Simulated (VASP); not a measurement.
A run of VASP 6.6.1:

Contents of INCAR:

```
SYSTEM = CuAu
PREC = Accurate ; ENCUT = 520
EDIFF = 1E-6 ; ISMEAR = 0
SIGMA = 0.15 ; LREAL = .FALSE.
LASPH = .TRUE. ; NELM = 60
ALGO = Fast ; ISIF = 2
LWAVE = .FALSE. ; LCHARG = .TRUE.
GGA = PE ; LELF = .TRUE.
LVHAR = .TRUE. ; NBANDS = 18
```

The input KPOINTS:

```
regular mesh
0
G
  18 18 14
  0 0 0
```

POSCAR

```
CuAu
1.0
    2.8700000000      0.0000000000      0.0000000000
    0.0000000000      2.8700000000      0.0000000000
    0.0000000000      0.0000000000      3.6700000000
Cu Au
1 1
Direct
    0.5000000000      0.5000000000      0.5000000000
    0.0000000000      0.0000000000      0.0000000000
```

Potentials or basis: VASP PAW PBE potentials, release 64 (Cu, Au).

Command:

```bash
$ cat potpaw_PBE.64/Cu/POTCAR potpaw_PBE.64/Au/POTCAR > POTCAR
$ mpirun -np 1 vasp_std > vasp.out
```

Hardware: 1 thread of AMD EPYC 9R45 (Zen 5), on a shared host.

Task: How long does it take, and how much memory?

Result: Wall time 4.4 min on 1 thread of AMD EPYC 9R45 (Zen 5) (shared host), peak memory 0.31 GiB. Counts: scf iterations 16, k points 440.
